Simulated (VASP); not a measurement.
Set up this calculation in VASP 6.6.1, as the native input.

| Quantity | Value |
| --- | --- |
| Task | single point |
| Functional | PBEsol |
| Potentials or basis | VASP PAW PBE potentials, release 64 (Cu) |
| Cutoff | 520 eV |
| k mesh | 24 × 24 × 24 |
| Occupations | gaussian, width 0.15 eV |
| Spin | no spin polarisation |
| Dipole correction | no |
| Further INCAR settings | ALGO = Fast; EDIFF = 1e-06; NBANDS = 12 |

The structure of Cu lies in POSCAR:

```
Cu
1.0
   -1.4427933200      1.2985139880      1.3760814500
    1.4427933200     -1.2985139880      1.3760814500
    1.4427933200      1.2985139880     -1.3760814500
Cu
1
Direct
    0.0000000000      0.0000000000      0.0000000000
```

This cell differs from its parent crystal: strain -0.1000 x Voigt [0, 1, 0, 0, 0, 0].

One way to write it, as run:

INCAR

```
SYSTEM = Cu
PREC     = Accurate       ! precision mode
ENCUT    = 520            ! plane-wave cutoff, eV
EDIFF    = 1E-6           ! SCF threshold, eV
ISMEAR   = 0              ! smearing method
SIGMA    = 0.15           ! smearing width, eV
LREAL    = .False.        ! projectors in reciprocal space
LASPH    = .True.         ! aspherical terms in the spheres
NELM     = 80             ! most SCF steps
ALGO     = Fast           ! electronic algorithm
ISIF     = 2              ! what is computed and relaxed
LWAVE    = .False.        ! write WAVECAR
LCHARG   = .False.        ! write CHGCAR
GGA      = PS             ! functional
NBANDS   = 12             ! bands
```

KPOINTS

```
Automatic mesh
0
Gamma
  24 24 24
  0 0 0
```

Potentials or basis: VASP PAW PBE potentials, release 64 (Cu).

Run with:

```bash
$ cat potpaw_PBE.64/Cu/POTCAR > POTCAR
$ mpirun -np 1 vasp_std > vasp.out
```

Results of the run:

| Quantity | Value |
| --- | --- |
| Pressure | 21.7 GPa |
| Band gap on the k mesh | zero (an odd number of electrons rules out a gap without spin polarisation) |

Caveat: the cell differs from its parent crystal (strain -0.1000 x Voigt [0, 1, 0, 0, 0, 0]); the cell stands under pressure; the PAW data sets were made with another functional, which shifts forces and pressure a little.

Wall time 6.7 min on 1 thread of Intel Xeon 8259CL, on a shared host, peak memory 0.34 GiB.
